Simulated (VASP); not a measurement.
SrO, 2 atoms in the cell. It takes space group Immm (No. 71, orthorhombic). The conventional cell has a = 3.618 Å, b = 3.728 Å, c = 5.195 Å, α = 90.00°, β = 90.00°, γ = 90.00°. Within 3.4 Å of Sr (site symmetry mmm) lie 6 O at 2.60 Å. Within 3.4 Å of O (site symmetry mmm) lie 6 Sr at 2.60 Å.  This cell differs from its parent crystal: strain +0.0300 x Voigt [0, 0, 0, 0, 0, 1].

| Quantity | Value |
| --- | --- |
| Program | VASP 6.6.1 |
| Task | single point |
| Functional | PBE |
| Potentials or basis | VASP PAW PBE potentials, release 64 (Sr_sv, O) |
| Cutoff | 520 eV |
| k mesh | 8 × 8 × 8 |
| Occupations | gaussian, width 0.05 eV |
| Spin | no spin polarisation |
| Dipole correction | no |
| Further INCAR settings | ALGO = Normal; EDIFF = 1e-06; NBANDS = 15 |

Potentials or basis: VASP PAW PBE potentials, release 64 (Sr_sv, O).

The run is started by

```bash
$ cat potpaw_PBE.64/Sr_sv/POTCAR potpaw_PBE.64/O/POTCAR > POTCAR
$ mpirun -np 1 vasp_std > vasp.out
```

Hardware: 1 thread of AMD EPYC 7R13, with other jobs on the host.

Q: How long does it take, and how much memory?

A: Wall time 68 s on 1 thread of AMD EPYC 7R13, on a shared host, peak memory 0.16 GiB. Counts: scf iterations 13, k points 95.
